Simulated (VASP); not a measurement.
# B3As2 (R-3m) in VASP: notebook

Runs on B3As2. Level: PBE. Tasks: relaxation of cell and atoms, single point.

Everything below comes from runs of VASP 6.6.1. Logs are shortened: lines on timing, memory, paths and dates and some standing lists are left out, and cuts for length are marked.

## (1) The cell of the first run

The structure is trigonal, space group R-3m (No. 166). Conventional cell: a = 3.136 Å, b = 3.136 Å, c = 21.804 Å, α = 90.00°, β = 90.00°, γ = 120.00°. Within 3.1 Å of B (site symmetry -3m) lie 6 As at 2.32 Å. B (site symmetry 3m) has 3 As at 2.20 Å and 3 B at 2.60 Å within 2.9 Å. As (site symmetry 3m) has 6 B at 2.20 to 2.32 Å within 2.9 Å.

## (2) Relaxation of cell and atoms, PBE

File INCAR:

```
  ALGO = Normal
  EDIFF = 1E-6
  EDIFFG = -0.04
  ENCUT = 600
  GGA = PE
  IBRION = 2
  ISIF = 3
  ISMEAR = 0
  LASPH = True
  LCHARG = False
  LREAL = False
  LWAVE = False
  NELM = 100
  NSW = 90
  PREC = Accurate
  SIGMA = 0.1
```

File KPOINTS:

```
k-points
0
Gamma
  6 6 6
```

File POSCAR:

```
B3As2
1.0
    1.5678799774      0.9052159270      7.2679190111
   -1.5678799774      0.9052159270      7.2679190111
    0.0000000000     -1.8104318540      7.2679190111
B As
3 2
Direct
    0.0000000000      0.0000000000      0.0000000000
    0.2095000000      0.2095000000      0.2095000000
    0.7905000000      0.7905000000      0.7905000000
    0.4000000000      0.4000000000      0.4000000000
    0.6000000000      0.6000000000      0.6000000000
```

Potentials or basis: VASP PAW PBE potentials, release 64 (B, As).

The run is started by

```console
> cat potpaw_PBE.64/B/POTCAR potpaw_PBE.64/As/POTCAR > POTCAR
> mpirun -np 1 vasp_std > vasp.out
```

OUTCAR:

```text
EDIFF = 1E-6
   EDIFFG = -0.04
   ENCUT = 600
   GGA = PE
   IBRION = 2
   ISIF = 3
   ISMEAR = 0
   LASPH = True
   LREAL = False
   NELM = 100
   NSW = 90
   PREC = Accurate

 ion  position               nearest neighbor table
   1  0.000  0.000  0.000-   5 2.32   4 2.32   5 2.32   5 2.32   4 2.32   4 2.32
   2  0.209  0.209  0.209-   5 2.20   5 2.20   5 2.20
   3  0.791  0.791  0.791-   4 2.20   4 2.20   4 2.20
   4  0.400  0.400  0.400-   3 2.20   3 2.20   3 2.20   1 2.32   1 2.32   1 2.32
   5  0.600  0.600  0.600-   2 2.20   2 2.20   2 2.20   1 2.32   1 2.32   1 2.32

  LATTYP: Found a trigonal (rhomboedric) cell.
 ALAT       =     7.4900140354
 COS(alpha) =     0.9123624232

  Lattice vectors:

 A1 = (   1.5678799774,   0.9052159270,   7.2679190111)
 A2 = (  -1.5678799774,   0.9052159270,   7.2679190111)
 A3 = (   0.0000000000,  -1.8104318540,   7.2679190111)

Analysis of symmetry for initial positions (statically):
=====================================================================
 Subroutine PRICEL returns:
 Original cell was already a primitive cell.

 Routine SETGRP: Setting up the symmetry group for a
 trigonal (rhombohedral) supercell.

 Subroutine GETGRP returns: Found 12 space group operations
 (whereof 12 operations were pure point group operations)
 out of a pool of 12 trial point group operations.

The static configuration has the point symmetry D_3d.

Analysis of symmetry for dynamics (positions and initial velocities):
=====================================================================
 Subroutine PRICEL returns:
 Original cell was already a primitive cell.

 Routine SETGRP: Setting up the symmetry group for a
 trigonal (rhombohedral) supercell.

 Subroutine GETGRP returns: Found 12 space group operations
 (whereof 12 operations were pure point group operations)
 out of a pool of 12 trial point group operations.

The dynamic configuration has the point symmetry D_3d.

 Subroutine INISYM returns: Found 12 space group operations
 (whereof 12 operations are pure point group operations),
 and found     1 'primitive' translations

----------------------------------------------------------------------------------------

                                     Primitive cell

  volume of cell :      61.8908

  direct lattice vectors                    reciprocal lattice vectors
     1.567879977  0.905215927  7.267919011     0.318901961  0.184118133  0.045863655
    -1.567879977  0.905215927  7.267919011    -0.318901961  0.184118133  0.045863655
     0.000000000 -1.810431854  7.267919011     0.000000000 -0.368236266  0.045863655

  length of vectors
     7.490014035  7.490014035  7.490014035     0.371081423  0.371081423  0.371081423

  position of ions in fractional coordinates (direct lattice)
     0.000000000  0.000000000  0.000000000
     0.209500000  0.209500000  0.209500000
     0.790500000  0.790500000  0.790500000
     0.400000000  0.400000000  0.400000000
     0.600000000  0.600000000  0.600000000

  ion indices of the primitive-cell ions
   primitive index   ion index
                 1           1
                 2           2
                 3           3
                 4           4
                 5           5

----------------------------------------------------------------------------------------

 KPOINTS: k-points

Automatic generation of k-mesh.
 Grid dimensions read from file:
 generate k-points for:    6    6    6

 Generating k-lattice:

  Cartesian coordinates                     Fractional coordinates (reciprocal lattice)
     0.053150327  0.030686356  0.007643943     0.166666667  0.000000000  0.000000000
    -0.053150327  0.030686356  0.007643943     0.000000000  0.166666667  0.000000000
     0.000000000 -0.061372711  0.007643943     0.000000000  0.000000000  0.166666667

  Length of vectors
     0.061846904  0.061846904  0.061846904

  Shift w.r.t. Gamma in fractional coordinates (k-lattice)
     0.000000000  0.000000000  0.000000000

 Subroutine IBZKPT returns following result:
 ===========================================

 Found     32 irreducible k-points:

 Following reciprocal coordinates:
            Coordinates               Weight
  0.000000  0.000000  0.000000      1.000000
  0.166667  0.000000  0.000000      6.000000
  0.333333  0.000000  0.000000      6.000000
  0.500000  0.000000  0.000000      3.000000
  0.166667  0.166667  0.000000      6.000000
  0.333333  0.166667  0.000000     12.000000
[... 16 lines left out ...]
  0.500000  0.500000  0.166667      6.000000
 -0.333333  0.500000  0.166667     12.000000
 [... further k-points ...]
   k-points           NKPTS =     32   k-points in BZ     NKDIM =     32   number of bands    NBANDS=     13
   number of dos      NEDOS =    301   number of ions     NIONS =      5
   total plane-waves  NPLWV = 216000
   dimension x,y,z NGX =    60 NGY =   60 NGZ =   60
   dimension x,y,z NGXF=   120 NGYF=  120 NGZF=  120
   ions per type =               3   2
   NGX,Y,Z   is equivalent  to a cutoff of  13.32, 13.32, 13.32 a.u.
   NGXF,Y,Z  is equivalent  to a cutoff of  26.63, 26.63, 26.63 a.u.
 SYSTEM =  unknown system
   PREC   = accura    normal or accurate (medium, high low for compatibility)
   ISTART =      0    job   : 0-new  1-cont  2-samecut
   ICHARG =      2    charge: 1-file 2-atom 10-const
   ISPIN  =      1    spin polarized calculation?
   LNONCOLLINEAR =      F non collinear calculations
   LSORBIT =      F    spin-orbit coupling
   LASPH  =      T    aspherical Exc in radial PAW
   ENCUT  =  600.0 eV  44.10 Ry    6.64 a.u.  14.96 14.96 14.96*2*pi/ulx,y,z
   NELM   =    100;   NELMIN=  2; NELMDL= -5     # of ELM steps
   EDIFF  = 0.1E-05   stopping-criterion for ELM
   LREAL  =      F    real-space projection
   EDIFFG = -.4E-01   stopping-criterion for IOM
   NSW    =     90    number of steps for IOM
   IBRION =      2    ionic relax: 0-MD 1-quasi-New 2-CG
   NFREE  =      1    steps in history (QN), initial steepest desc. (CG)
   ISIF   =      3    stress and relaxation
   ISYM   =      2    0-nonsym 1-usesym 2-fastsym
   POTIM  = 0.5000    time-step for ionic-motion
   TEBEG  =    0.0;   TEEND  =   0.0 temperature during run
   PSTRESS=    0.0 pullay stress
   NELECT =      19.0000    total number of electrons
   NUPDOWN=      -1.0000    fix difference up-down
   EMIN   =  10.00;   EMAX   =-10.00  energy-range for DOS
   EFERMI =   0.00;   METHOD = LEGACY
   ISMEAR =     0;   SIGMA  =   0.10  broadening in eV -4-tet -1-fermi 0-gaus
   EFERMI_NEDOS =   21; number of points for ismear=-14 and -15
   IALGO  =     38    algorithm
   IMIX   =      4    mixing-type and parameters
     AMIX     =   0.40;   BMIX     =  1.00
     AMIX_MAG =   1.60;   BMIX_MAG =  1.00
  volume/ion in A,a.u.               =      12.38        83.53
  Fermi-wavevector in a.u.,A,eV,Ry     =   1.104377  2.086969 16.594319  1.219648
  Thomas-Fermi vector in A             =   2.240849
   LORBIT       =      0    0 simple, 1 ext, 2 COOP (PROOUT), +10 PAW based schemes
   GGA     = PE    functional components
   LHFCALC =     F    Hartree Fock is set to
   AEXX    =    0.0000 exact exchange contribution
   IVDW    =     0    specifies the selected vdW correction
   LEPSILON=     F    determine dielectric tensor
   LRPA    =     F    only Hartree local field effects (RPA)
 conjugate gradient relaxation of ions
 non-spin polarized calculation
 Gauss-broadening in eV      SIGMA  =   0.10
  energy-cutoff  :      600.00
  volume of cell :       61.89
 maximum number of plane-waves:      2082
   NGX = 29   NGY = 29   NGZ = 29

--------------------------------------- Ionic step        1  -------------------------------------------

 number of electron      19.0000000 magnetization

 Free energy of the ion-electron system (eV)
  ---------------------------------------------------
  ext. energy  EPLUGINS =         0.00000000
  ---------------------------------------------------
  free energy    TOTEN  =       -23.00760846 eV

  energy without entropy =      -22.99662438  energy(sigma->0) =      -23.00211642

------------------------ aborting loop because EDIFF is reached ----------------------------------------

  FORCE on cell =-STRESS in cart. coord.  units (eV):
  Direction    XX          YY          ZZ          XY          YZ          ZX
  --------------------------------------------------------------------------------------
  -------------------------------------------------------------------------------------
  Total        1.0308479      1.0308479     -6.1118474      0.0000000     -0.0000000      0.0000000
  in kB       26.6857154     26.6857154   -158.2183151      0.0000000     -0.0000000      0.0000000
  external PRESSURE =     -34.9489614 kB  Pullay stress =       0.0000000 kB
[... 98 lines left out ...]
  FREE ENERGIE OF THE ION-ELECTRON SYSTEM (eV)
  ---------------------------------------------------
  free  energy   TOTEN  =       -23.7899905589 eV

  energy  without entropy=      -23.7817796627  energy(sigma->0) =      -23.78588511

[... ionic steps 4 to 13 ...]

--------------------------------------- Ionic step       14  -------------------------------------------

 number of electron      19.0000000 magnetization

------------------------ aborting loop because EDIFF is reached ----------------------------------------
[... 73 lines left out ...]
--------------------------------------- Ionic step       16  -------------------------------------------

 number of electron      19.0000000 magnetization

 Free energy of the ion-electron system (eV)
  ---------------------------------------------------
  ext. energy  EPLUGINS =         0.00000000
  ---------------------------------------------------
  free energy    TOTEN  =       -25.53937426 eV

  energy without entropy =      -25.53012930  energy(sigma->0) =      -25.53475178

 E-fermi :   6.6900     XC(G=0): -11.3843

 val. band max:        6.6767227002   @ k =  -0.3333   0.1667   0.1667
 cond. band min:       6.7486500973   @ k =   0.3333   0.3333   0.3333
 fundamental gap:      0.0719273971
 Fermi energy:         6.6900497589

 k-point     1 :       0.0000    0.0000    0.0000
  band No.  band energies     occupation
      1      -9.1040      2.00000
      2      -6.3437      2.00000
      3      -4.5877      2.00000
      4       2.7566      2.00000
      5       3.6181      2.00000
      6       7.3346      0.00000
      7       7.3346      0.00000
      8       7.3835      0.00000
      9       7.3835      0.00000
     10       9.4665      0.00000
     11       9.4665      0.00000
     12      11.6928      0.00000
     13      11.6928      0.00000
[... 354 lines left out ...]
  band No.  band energies     occupation
      1      -5.4729      2.00000
      2      -4.1762      2.00000
      3      -1.7526      2.00000
      4      -0.1302      2.00000
      5       0.6912      2.00000
      6       1.7760      2.00000
      7       2.7536      2.00000
      8       3.2635      2.00000
      9       3.5854      2.00000
     10       5.1792      2.00000
     11       7.4564      0.00000
     12       9.9119      0.00000
     13      11.3699      0.00000

 [... further k-points ...]
[... 5 lines left out ...]
  --------------------------------------------------------------------------------------
  -------------------------------------------------------------------------------------
  Total       -0.0147703     -0.0147703     -0.1742104      0.0000000      0.0000000     -0.0000000
  in kB       -0.4108220     -0.4108220     -4.8454851      0.0000000      0.0000000     -0.0000000
  external PRESSURE =      -1.8890430 kB  Pullay stress =       0.0000000 kB
[... 20 lines left out ...]
  FREE ENERGIE OF THE ION-ELECTRON SYSTEM (eV)
  ---------------------------------------------------
  free  energy   TOTEN  =       -25.5393742559 eV

  energy  without entropy=      -25.5301293010  energy(sigma->0) =      -25.53475178

 reached required accuracy - stopping structural energy minimisation
```

Wall time 12 min (1 thread of Intel Xeon 6975P-C (Granite Rapids), shared host); peak memory 0.52 GiB.

Results:

```
Free energy                            : -25.5394 eV
Relaxed volume                         : 11.52 Å³/atom
Relaxed cell                           : a = 7.062 Å, b = 7.062 Å, c = 7.062 Å, α = 25.53°, β = 25.53°, γ = 25.53°
Space group after relaxing (to 0.05 Å) : R-3m (No. 166)
Energy gained by relaxing              : 506.4 meV/atom
Ionic steps                            : 16
Pressure after relaxing                : -0.2 GPa
Largest force after relaxing           : 0.015 eV/Å
```

Forces in eV/Å, atoms in the order of the input:
```
B    0.000  0.000  0.000
B    0.000  0.000  0.015
B    0.000  0.000 -0.015
As   0.000  0.000  0.004
As   0.000  0.000 -0.004
```

Stress tensor (GPa, compression positive):
```
-0.04  0.00  0.00
 0.00 -0.04  0.00
 0.00  0.00 -0.48
```

The path:
```
step  energy change (eV)  largest force (eV/Å)  pressure (GPa)  volume (Å³)
   1              0.0000                0.9676           -3.49        61.89
   2             -0.4451                1.4085           -1.40        59.41
   3             -0.7824                1.7635            3.67        55.85
   4             -0.7939                1.7709            5.85        54.58
   5             -1.0362                1.4508            0.36        55.41
   6             -1.0754                1.1689           -3.25        56.35
   7             -1.3528                1.1400           -3.79        56.21
   8             -1.8485                2.0868           -1.53        55.74
   9             -2.1561                1.2789            0.63        55.17
  10             -2.3963                0.1386            5.50        54.22
  11             -2.4050                0.4046            8.39        53.87
  12             -2.5242                0.2993            0.87        57.32
  13             -2.5258                0.2484           -0.19        57.91
  14             -2.5259                0.2563           -0.05        57.83
  15             -2.5309                0.1029           -0.15        57.69
  16             -2.5318                0.0155           -0.19        57.60
```

Final structure:
```xyz
5
Lattice="1.5605 0.9010 6.8282 -1.5605 0.9010 6.8282 0.0000 -1.8020 6.8282" Properties=species:S:1:pos:R:3 pbc="T T T"
B     0.0000    0.0000    0.0000
B     0.0000    0.0000    3.4631
B     0.0000    0.0000   17.0215
As    0.0000    0.0000    8.1338
As    0.0000    0.0000   12.3508
```

Caveat: the k points lie up to 0.39 Å⁻¹ apart in the final cell.

## (3) Single point, PBE

This run uses another cell than the first one, of 11.55 Å³/atom, 0.933 times its volume.

File INCAR:

```
  ALGO = Normal
  EDIFF = 1E-6
  ENCUT = 520
  GGA = PE
  ISIF = 2
  ISMEAR = 0
  LASPH = True
  LCHARG = False
  LREAL = False
  LWAVE = False
  NBANDS = 18
  NELM = 60
  PREC = Accurate
  SIGMA = 0.1
```

File KPOINTS:

```
k-points
0
Gamma
  12 12 12
```

File POSCAR:

```
B3As2
1.0
    1.5690074176      0.9058668549      6.7736290775
   -1.5690074176      0.9058668549      6.7736290775
    0.0000000000     -1.8117337098      6.7736290775
B As
3 2
Direct
    0.0000000000      0.0000000000      0.0000000000
    0.1687454362      0.1687454362      0.1687454362
    0.8312545638      0.8312545638      0.8312545638
    0.3960116636      0.3960116636      0.3960116636
    0.6039883364      0.6039883364      0.6039883364
```

Potentials or basis: VASP PAW PBE potentials, release 64 (B, As).

The run is started by

```console
> cat potpaw_PBE.64/B/POTCAR potpaw_PBE.64/As/POTCAR > POTCAR
> mpirun -np 1 vasp_std > vasp.out
```

Wall time 8.4 min (1 thread of Intel Xeon 6975P-C (Granite Rapids), shared host); peak memory 0.49 GiB.

The run converged. Its results:

```
Free energy   : -25.6136 eV
Pressure      : 0.3 GPa
Largest force : 0.036 eV/Å
```

Forces on the atoms (eV/Å):
```
B    0.000  0.000  0.000
B    0.000  0.000  0.001
B    0.000  0.000 -0.001
As   0.000  0.000  0.036
As   0.000  0.000 -0.036
```

Levels at points of the mesh, in eV from the Fermi level:
```
           k point  band 8  band 9  band 10  band 11  band 12  band 13
(0.00, 0.00, 0.00)    0.59    0.59     2.47     2.47     4.55     4.88
(0.50, 0.00, 0.00)   -2.12   -1.18    -0.36     0.58     1.70     2.42
(0.50, 0.50, 0.00)   -2.72   -1.74    -1.31     1.41     2.17     3.11
(0.50, 0.50, 0.50)    0.68    1.51     2.22     2.22     2.31     5.84
```
